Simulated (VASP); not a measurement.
# MgI2 (P-3m1) in VASP: notebook

MgI2 is run at these levels: PBEsol; tasks: electric field gradients.

All numbers are computed with VASP 6.6.1; they aren't measurements. Logs are shortened: lines on timing, memory, paths and dates and some standing lists are left out, and cuts for length are marked.

### 1 The cell of the first run

Symmetry: P-3m1, No. 164, trigonal system. The conventional cell has a = 4.154 Å, b = 4.154 Å, c = 6.931 Å, α = 90.00°, β = 90.00°, γ = 120.00°. Within 3.9 Å of Mg (site symmetry -3m) lie 6 I at 2.93 Å. Within 3.9 Å of I (site symmetry 3m) lie 3 Mg at 2.93 Å.

### 2 Electric field gradients, PBEsol (zz strain of +1 %)

INCAR

```
SYSTEM = MgI2
ALGO = Normal
EDIFF = 1E-8
ENCUT = 520
GGA = PS
ISIF = 2
ISMEAR = -1
LASPH = .True.
LCHARG = .False.
LEFG = .True.
LREAL = .False.
LWAVE = .False.
NBANDS = 15
NELM = 100
PREC = Accurate
SIGMA = 0.03
```

KPOINTS

```
k-points
0
Gamma
  7 7 4
  0 0 0
```

POSCAR

```
MgI2
1.0
    4.1537001214      0.0000000000      0.0000000000
   -2.0768500607      3.5972098248      0.0000000000
    0.0000000000      0.0000000000      6.9306200000
Mg I
1 2
Direct
    0.0000000000      0.0000000000      0.0000000000
    0.3333333333      0.6666666667      0.7576300000
    0.6666666667      0.3333333333      0.2423700000
```

Potentials or basis: VASP PAW PBE potentials, release 64 (Mg, I).

On the command line:

```sh
$ cat potpaw_PBE.64/Mg/POTCAR potpaw_PBE.64/I/POTCAR > POTCAR
$ mpirun -np 1 vasp_std > vasp.out
```

OUTCAR:

```text
SYSTEM = MgI2
   EDIFF = 1E-8
   ENCUT = 520
   GGA = PS
   ISIF = 2
   ISMEAR = -1
   LASPH = .True.
   LREAL = .False.
   NELM = 100
   PREC = Accurate

 ion  position               nearest neighbor table
   1  0.000  0.000  0.000-   2 2.93   3 2.93   2 2.93   3 2.93   3 2.93   2 2.93
   2  0.333  0.667  0.758-   1 2.93   1 2.93   1 2.93
   3  0.667  0.333  0.242-   1 2.93   1 2.93   1 2.93

  LATTYP: Found a hexagonal cell.
 ALAT       =     4.1537001214
 C/A-ratio  =     1.6685412518

  Lattice vectors:

 A1 = (   4.1537001214,   0.0000000000,   0.0000000000)
 A2 = (  -2.0768500607,   3.5972098248,   0.0000000000)
 A3 = (   0.0000000000,   0.0000000000,   6.9306200000)

Analysis of symmetry for initial positions (statically):
=====================================================================
 Subroutine PRICEL returns:
 Original cell was already a primitive cell.

 Routine SETGRP: Setting up the symmetry group for a
 hexagonal supercell.

 Subroutine GETGRP returns: Found 12 space group operations
 (whereof 12 operations were pure point group operations)
 out of a pool of 24 trial point group operations.

The static configuration has the point symmetry D_3d.

Analysis of symmetry for dynamics (positions and initial velocities):
=====================================================================
 Subroutine PRICEL returns:
 Original cell was already a primitive cell.

 Routine SETGRP: Setting up the symmetry group for a
 hexagonal supercell.

 Subroutine GETGRP returns: Found 12 space group operations
 (whereof 12 operations were pure point group operations)
 out of a pool of 24 trial point group operations.

The dynamic configuration has the point symmetry D_3d.

 Subroutine INISYM returns: Found 12 space group operations
 (whereof 12 operations are pure point group operations),
 and found     1 'primitive' translations

----------------------------------------------------------------------------------------

                                     Primitive cell

  volume of cell :     103.5555

  direct lattice vectors                    reciprocal lattice vectors
     4.153700121  0.000000000  0.000000000     0.240749205  0.138996618  0.000000000
    -2.076850061  3.597209825  0.000000000     0.000000000  0.277993236  0.000000000
     0.000000000  0.000000000  6.930620000     0.000000000  0.000000000  0.144287235

  length of vectors
     4.153700121  4.153700121  6.930620000     0.277993236  0.277993236  0.144287235

  position of ions in fractional coordinates (direct lattice)
     0.000000000  0.000000000  0.000000000
     0.333333333  0.666666667  0.757630000
     0.666666667  0.333333333  0.242370000

  ion indices of the primitive-cell ions
   primitive index   ion index
                 1           1
                 2           2
                 3           3

----------------------------------------------------------------------------------------

 KPOINTS: k-points

Automatic generation of k-mesh.
 Grid dimensions read from file:
 generate k-points for:    7    7    4

 Generating k-lattice:

  Cartesian coordinates                     Fractional coordinates (reciprocal lattice)
     0.034392744  0.019856660  0.000000000     0.142857143  0.000000000  0.000000000
     0.000000000  0.039713319  0.000000000     0.000000000  0.142857143  0.000000000
     0.000000000  0.000000000  0.036071809     0.000000000  0.000000000  0.250000000

  Length of vectors
     0.039713319  0.039713319  0.036071809

[... 41 lines left out ...]
   NGX,Y,Z   is equivalent  to a cutoff of  12.81, 12.81, 12.95 a.u.
   NGXF,Y,Z  is equivalent  to a cutoff of  25.62, 25.62, 25.91 a.u.
 SYSTEM =  MgI2
   PREC   = accura    normal or accurate (medium, high low for compatibility)
   ISTART =      0    job   : 0-new  1-cont  2-samecut
   ICHARG =      2    charge: 1-file 2-atom 10-const
   ISPIN  =      1    spin polarized calculation?
   LNONCOLLINEAR =      F non collinear calculations
   LSORBIT =      F    spin-orbit coupling
   LASPH  =      T    aspherical Exc in radial PAW
   ENCUT  =  520.0 eV  38.22 Ry    6.18 a.u.   7.72  7.72 12.89*2*pi/ulx,y,z
   NELM   =    100;   NELMIN=  2; NELMDL= -5     # of ELM steps
   EDIFF  = 0.1E-07   stopping-criterion for ELM
   LREAL  =      F    real-space projection
   EDIFFG = 0.1E-06   stopping-criterion for IOM
   NSW    =      0    number of steps for IOM
   IBRION =     -1    ionic relax: 0-MD 1-quasi-New 2-CG
   NFREE  =      0    steps in history (QN), initial steepest desc. (CG)
   ISIF   =      2    stress and relaxation
   ISYM   =      2    0-nonsym 1-usesym 2-fastsym
   POTIM  = 0.5000    time-step for ionic-motion
   TEBEG  =    0.0;   TEEND  =   0.0 temperature during run
   PSTRESS=    0.0 pullay stress
   NELECT =      16.0000    total number of electrons
   NUPDOWN=      -1.0000    fix difference up-down
   EMIN   =  10.00;   EMAX   =-10.00  energy-range for DOS
   EFERMI =   0.00;   METHOD = LEGACY
   ISMEAR =    -1;   SIGMA  =   0.03  broadening in eV -4-tet -1-fermi 0-gaus
   EFERMI_NEDOS =   21; number of points for ismear=-14 and -15
   IALGO  =     38    algorithm
   IMIX   =      4    mixing-type and parameters
     AMIX     =   0.40;   BMIX     =  1.00
     AMIX_MAG =   1.60;   BMIX_MAG =  1.00
  volume/ion in A,a.u.               =      34.52       232.94
  Fermi-wavevector in a.u.,A,eV,Ry     =   0.878464  1.660056 10.499595  0.771698
  Thomas-Fermi vector in A             =   1.998554
   LORBIT       =      0    0 simple, 1 ext, 2 COOP (PROOUT), +10 PAW based schemes
   GGA     = PS    functional components
   LHFCALC =     F    Hartree Fock is set to
   AEXX    =    0.0000 exact exchange contribution
   IVDW    =     0    specifies the selected vdW correction
   LEPSILON=     F    determine dielectric tensor
   LRPA    =     F    only Hartree local field effects (RPA)
 non-spin polarized calculation
  energy-cutoff  :      520.00
  volume of cell :      103.56
 maximum number of plane-waves:      2822
 NGX is ok and might be reduce to    32
   NGX = 15   NGY = 15   NGZ = 25

 number of electron      16.0000001 magnetization

 Free energy of the ion-electron system (eV)
  ---------------------------------------------------
  ext. energy  EPLUGINS =         0.00000000
  ---------------------------------------------------
  free energy    TOTEN  =        -8.41913424 eV

  energy without entropy =       -8.41913424  energy(sigma->0) =       -8.41913424

 E-fermi :   2.7428     XC(G=0):  -8.3311

 val. band max:        2.0967229856   @ k =   0.0000   0.0000   0.0000
 cond. band min:       5.6046232342   @ k =   0.4286   0.0000   0.2500
 fundamental gap:      3.5079002486
 Fermi energy:         2.7427708731

 k-point     1 :       0.0000    0.0000    0.0000
  band No.  band energies     occupation
      1      -9.9494      2.00000
      2      -9.2651      2.00000
      3      -1.4173      2.00000
      4       1.7047      2.00000
      5       1.7047      2.00000
      6       2.0743      2.00000
      7       2.0743      2.00000
      8       2.0967      2.00000
      9       5.6889      0.00000
     10       6.8001      0.00000
     11       8.7901      0.00000
     12       8.7901      0.00000
     13       9.4759      0.00000
     14      10.2302      0.00000
[... 401 lines left out ...]
      2      -9.1065      2.00000
      3      -1.4670      2.00000
      4      -0.9874      2.00000
      5       0.9478      2.00000
      6       0.9697      2.00000
      7       1.3020      2.00000
      8       1.4731      2.00000
      9       5.6749      0.00000
     10       7.2134      0.00000
     11       7.8311      0.00000
     12       8.1989      0.00000
     13       9.7675      0.00000
     14      11.8012      0.00000
     15      12.0450      0.00000

 [... further k-points ...]

------------------------ aborting loop because EDIFF is reached ----------------------------------------

  FORCE on cell =-STRESS in cart. coord.  units (eV):
  Direction    XX          YY          ZZ          XY          YZ          ZX
  --------------------------------------------------------------------------------------
  -------------------------------------------------------------------------------------
  Total       -0.3457624     -0.3457624     -0.2651869      0.0000000      0.0000000      0.0000000
  in kB       -5.3495259     -5.3495259     -4.1028877      0.0000000      0.0000000      0.0000000
  external PRESSURE =      -4.9339798 kB  Pullay stress =       0.0000000 kB

 VOLUME and BASIS-vectors are now :
 -----------------------------------------------------------------------------
  energy-cutoff  :      520.00
  volume of cell :      103.56
      direct lattice vectors                 reciprocal lattice vectors
     4.153700121  0.000000000  0.000000000     0.240749205  0.138996618  0.000000000
    -2.076850061  3.597209825  0.000000000     0.000000000  0.277993236  0.000000000
     0.000000000  0.000000000  6.930620000     0.000000000  0.000000000  0.144287235

 POSITION                                       TOTAL-FORCE (eV/Angst)
 -----------------------------------------------------------------------------------
      0.00000      0.00000      0.00000        -0.000000      0.000000      0.000000
     -0.00000      2.39814      5.25085         0.000000      0.000000      0.111781
      2.07685      1.19907      1.67977        -0.000000      0.000000     -0.111781
 -----------------------------------------------------------------------------------
    total drift:                               -0.000000      0.000000     -0.000000

  FREE ENERGIE OF THE ION-ELECTRON SYSTEM (eV)
  ---------------------------------------------------
  free  energy   TOTEN  =        -8.4191342426 eV

  energy  without entropy=       -8.4191342426  energy(sigma->0) =       -8.41913424

 Electric field gradients (V/A^2)
---------------------------------------------------------------------
 ion       V_xx      V_yy      V_zz      V_xy      V_xz      V_yz
---------------------------------------------------------------------
   1      -0.034    -0.034     0.068    -0.000    -0.000     0.000
   2      20.008    20.008   -40.016    -0.000     0.000    -0.000
   3      20.008    20.008   -40.016    -0.000     0.000    -0.000
---------------------------------------------------------------------

 Electric field gradients after diagonalization (V/A^2)
 (convention: |V_zz| > |V_xx| > |V_yy|)
----------------------------------------------------------------------
 ion       V_xx      V_yy      V_zz     asymmetry (V_yy - V_xx)/ V_zz
----------------------------------------------------------------------
   1      -0.034    -0.034     0.068       0.000
   2      20.008    20.008   -40.016       0.000
   3      20.008    20.008   -40.016       0.000
----------------------------------------------------------------------

           NMR quadrupolar parameters

 Cq : quadrupolar parameter    Cq=e*Q*V_zz/h
 eta: asymmetry parameters     (V_yy - V_xx)/ V_zz
 Q  : nuclear electric quadrupole moment in mb (millibarn)
----------------------------------------------------------------------
 ion       Cq(MHz)       eta       Q (mb)
----------------------------------------------------------------------
   1       0.000       0.000       1.000
   2      -0.097       0.000       1.000
   3      -0.097       0.000       1.000
----------------------------------------------------------------------
```

It took 66 s on 1 thread of Intel Xeon 8259CL, shared host; peak memory 0.24 GiB.

Results:

```yaml
Free_energy: -8.4191 eV
Pressure: -0.5 GPa
Largest_force: 0.112 eV/Å
Band_gap_on_the_k_mesh: 3.51 eV (least direct gap 3.59 eV)
Largest_electric_field_gradient_by_atom: Mg +0.1; I -40.0 V/Å²
```

Forces in eV/Å, atoms in the order of the input:
```
Mg   0.000  0.000  0.000
I    0.000  0.000  0.112
I    0.000  0.000 -0.112
```

Levels at points of the mesh, in eV from the valence-band top:
```tsv
k point	band 5	band 6	band 7	band 8	band 9	band 10	band 11	band 12
(0.00, 0.00, 0.00)	-0.39	-0.02	-0.02	0.00	3.59	4.70	6.69	6.69
(0.00, 0.00, 0.50)	-0.30	-0.30	-0.12	-0.12	4.59	4.78	6.52	6.52
```

Electric field gradients, principal values (V/Å²):
```
atom   least  middle  greatest (by size)
1 Mg  -0.034  -0.034               0.068
 2 I  20.008  20.008             -40.016
 3 I  20.008  20.008             -40.016
```

Caveat: the cell differs from its parent crystal (zz strain of +1 %); without QUAD_EFG the Cq values of the log hold for a quadrupole moment of 1 mb, not for the nuclei; the PAW data sets were made with another functional, which shifts forces and pressure a little; spin-orbit coupling is left out, which moves the levels of the heavy elements; an odd mesh through Γ misses points on the zone boundary, where band edges can lie; this functional lacks dispersion, which binds the layers, so the pressure and a relaxed spacing across them are unreliable.

### 3 Electric field gradients, PBEsol (zz strain of +2 %)

INCAR

```
SYSTEM = MgI2
  PREC = Accurate
  ENCUT = 520
  EDIFF = 1E-8
  ISMEAR = -1
  SIGMA = 0.03
  LREAL = .FALSE.
  LASPH = .TRUE.
  NELM = 80
  ALGO = Normal
  ISIF = 2
  LWAVE = .FALSE.
  LCHARG = .FALSE.
  GGA = PS
  LEFG = .TRUE.
  NBANDS = 15
```

KPOINTS

```
Automatic mesh
0
G
  7 7 4
  0 0 0
```

Edit POSCAR of step 2 so:

```diff
@@ -4,3 +4,3 @@
    -2.0768500607      3.5972098248      0.0000000000
-    0.0000000000      0.0000000000      6.9306200000
+    0.0000000000      0.0000000000      6.9992400000
 Mg I
```

Potentials or basis: VASP PAW PBE potentials, release 64 (Mg, I).

On the command line:

```sh
$ cat potpaw_PBE.64/Mg/POTCAR potpaw_PBE.64/I/POTCAR > POTCAR
$ mpirun -np 1 vasp_std > vasp.out
```

OUTCAR:

```text
SYSTEM = MgI2
   PREC = Accurate
   ENCUT = 520
   EDIFF = 1E-8
   ISMEAR = -1
   LREAL = .FALSE.
   LASPH = .TRUE.
   NELM = 80
   ISIF = 2
   GGA = PS

 ion  position               nearest neighbor table
   1  0.000  0.000  0.000-   2 2.94   3 2.94   2 2.94   3 2.94   3 2.94   2 2.94
   2  0.333  0.667  0.758-   1 2.94   1 2.94   1 2.94
   3  0.667  0.333  0.242-   1 2.94   1 2.94   1 2.94

  LATTYP: Found a hexagonal cell.
 ALAT       =     4.1537001214
 C/A-ratio  =     1.6850614622

  Lattice vectors:

 A1 = (   4.1537001214,   0.0000000000,   0.0000000000)
 A2 = (  -2.0768500607,   3.5972098248,   0.0000000000)
 A3 = (   0.0000000000,   0.0000000000,   6.9992400000)

Analysis of symmetry for initial positions (statically):
=====================================================================
 Subroutine PRICEL returns:
 Original cell was already a primitive cell.
[... 629 lines left out ...]
    -2.076850061  3.597209825  0.000000000     0.000000000  0.277993236  0.000000000
     0.000000000  0.000000000  6.999240000     0.000000000  0.000000000  0.142872655

 POSITION                                       TOTAL-FORCE (eV/Angst)
 -----------------------------------------------------------------------------------
      0.00000      0.00000      0.00000        -0.000000      0.000000     -0.000000
     -0.00000      2.39814      5.30283        -0.000000      0.000000      0.183392
      2.07685      1.19907      1.69641         0.000000     -0.000000     -0.183392
 -----------------------------------------------------------------------------------
    total drift:                               -0.000000      0.000000     -0.000000

  FREE ENERGIE OF THE ION-ELECTRON SYSTEM (eV)
  ---------------------------------------------------
  free  energy   TOTEN  =        -8.4150984717 eV

  energy  without entropy=       -8.4150984717  energy(sigma->0) =       -8.41509847

 Electric field gradients (V/A^2)
---------------------------------------------------------------------
 ion       V_xx      V_yy      V_zz      V_xy      V_xz      V_yz
---------------------------------------------------------------------
   1       0.062     0.062    -0.124    -0.000    -0.000     0.000
   2      15.519    15.519   -31.038    -0.000     0.000    -0.000
   3      15.519    15.519   -31.038    -0.000     0.000    -0.000
---------------------------------------------------------------------

 Electric field gradients after diagonalization (V/A^2)
 (convention: |V_zz| > |V_xx| > |V_yy|)
----------------------------------------------------------------------
 ion       V_xx      V_yy      V_zz     asymmetry (V_yy - V_xx)/ V_zz
----------------------------------------------------------------------
   1       0.062     0.062    -0.124       0.000
   2      15.519    15.519   -31.038       0.000
   3      15.519    15.519   -31.038       0.000
----------------------------------------------------------------------

           NMR quadrupolar parameters

 Cq : quadrupolar parameter    Cq=e*Q*V_zz/h
 eta: asymmetry parameters     (V_yy - V_xx)/ V_zz
 Q  : nuclear electric quadrupole moment in mb (millibarn)
----------------------------------------------------------------------
 ion       Cq(MHz)       eta       Q (mb)
----------------------------------------------------------------------
   1      -0.000       0.000       1.000
   2      -0.075       0.000       1.000
   3      -0.075       0.000       1.000
----------------------------------------------------------------------
```

It took 58 s on 1 thread of Intel Xeon 8259CL, shared host; peak memory 0.24 GiB.

What came out:

| Property | Result |
| --- | --- |
| Free energy | -8.4151 eV |
| Pressure | -0.8 GPa |
| Largest force | 0.183 eV/Å |
| Band gap on the k mesh | 3.50 eV (least direct gap 3.57 eV) |
| Largest electric field gradient by atom | Mg -0.1; I -31.0 V/Å² |

Forces on the atoms (eV/Å):
```
Mg   0.000  0.000  0.000
I    0.000  0.000  0.183
I    0.000  0.000 -0.183
```

Levels at points of the mesh, in eV from the valence-band top:
| k point | band 6 | band 7 | band 8 | band 9 | band 10 | band 11 |
| --- | --- | --- | --- | --- | --- | --- |
| (0.00, 0.00, 0.00) | -0.05 | 0.00 | 0.00 | 3.57 | 4.74 | 6.72 |
| (0.00, 0.00, 0.50) | -0.26 | -0.09 | -0.09 | 4.57 | 4.79 | 6.56 |

Electric field gradients, principal values (V/Å²):
```
atom   least  middle  greatest (by size)
1 Mg   0.062   0.062              -0.124
 2 I  15.519  15.519             -31.038
 3 I  15.519  15.519             -31.038
```

Caveat: the cell differs from its parent crystal (zz strain of +2 %); without QUAD_EFG the Cq values of the log hold for a quadrupole moment of 1 mb, not for the nuclei; the PAW data sets were made with another functional, which shifts forces and pressure a little; spin-orbit coupling is left out, which moves the levels of the heavy elements; an odd mesh through Γ misses points on the zone boundary, where band edges can lie; this functional lacks dispersion, which binds the layers, so the pressure and a relaxed spacing across them are unreliable.

(Continued in part 2 of 2.)
